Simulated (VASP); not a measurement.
A run of VASP 6.6.1 is set up as follows.

Contents of INCAR:

```
PREC     = Accurate       # precision mode
ENCUT    = 520            # plane-wave cutoff, eV
EDIFF    = 1E-6           # SCF threshold, eV
ISMEAR   = 0              # smearing method
SIGMA    = 0.01           # smearing width, eV
LREAL    = False          # projectors in reciprocal space
LASPH    = True           # aspherical terms in the spheres
NELM     = 60             # most SCF steps
ALGO     = Normal         # electronic algorithm
ISIF     = 2              # what is computed and relaxed
LWAVE    = False          # write WAVECAR
LCHARG   = False          # write CHGCAR
GGA      = PE             # functional
NBANDS   = 12             # bands
```

Contents of KPOINTS:

```
regular mesh
0
Gamma
  15 15 15
```

POSCAR

```
V
1.0
   -1.4991761207      1.4991761207      1.4991761207
    1.4991761207     -1.4991761207      1.4991761207
    1.4991761207      1.4991761207     -1.4991761207
V
1
Direct
    0.0000000000      0.0000000000      0.0000000000
```

Potentials or basis: VASP PAW PBE potentials, release 64 (V_sv).

Command:

```bash
$ cat potpaw_PBE.64/V_sv/POTCAR > POTCAR
$ mpirun -np 1 vasp_std > vasp.out
```

(1) What does it give for the pressure?

Results:

(1) -0.3 GPa.
